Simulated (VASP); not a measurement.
A run of VASP 6.6.1 is set up as follows.

The input INCAR:

```
PREC     = Accurate       # precision mode
ENCUT    = 520            # plane-wave cutoff, eV
EDIFF    = 1E-6           # SCF threshold, eV
ISMEAR   = -1             # smearing method
SIGMA    = 0.1            # smearing width, eV
LREAL    = F              # projectors in reciprocal space
LASPH    = T              # aspherical terms in the spheres
NELM     = 80             # most SCF steps
ALGO     = Normal         # electronic algorithm
ISIF     = 2              # what is computed and relaxed
LWAVE    = F              # write WAVECAR
LCHARG   = F              # write CHGCAR
GGA      = PE             # functional
NBANDS   = 12             # bands
```

The input KPOINTS:

```
Automatic mesh
0
Gamma
  11 11 11
```

The input POSCAR:

```
Hg
1.0
    3.2134967469      0.0000000000      0.0000000000
    0.0000000000      3.2134967469      0.0000000000
    0.0000000000      0.0000000000      3.2134967469
Hg
1
Direct
    0.0000000000      0.0000000000      0.0000000000
```

Potentials or basis: VASP PAW PBE potentials, release 64 (Hg).

Run with:

```console
$ cat potpaw_PBE.64/Hg/POTCAR > POTCAR
$ mpirun -np 1 vasp_std > vasp.out
```

(1) Estimate the pressure.

(2) What does it give for the band gap on the k mesh?

Results:

(1) -0.8 GPa.

(2) zero (band 6 reaches 2.56 eV, above the bottom of band 7 at 0.10 eV).

Caveat: spin-orbit coupling is left out, which moves the levels of the heavy elements.
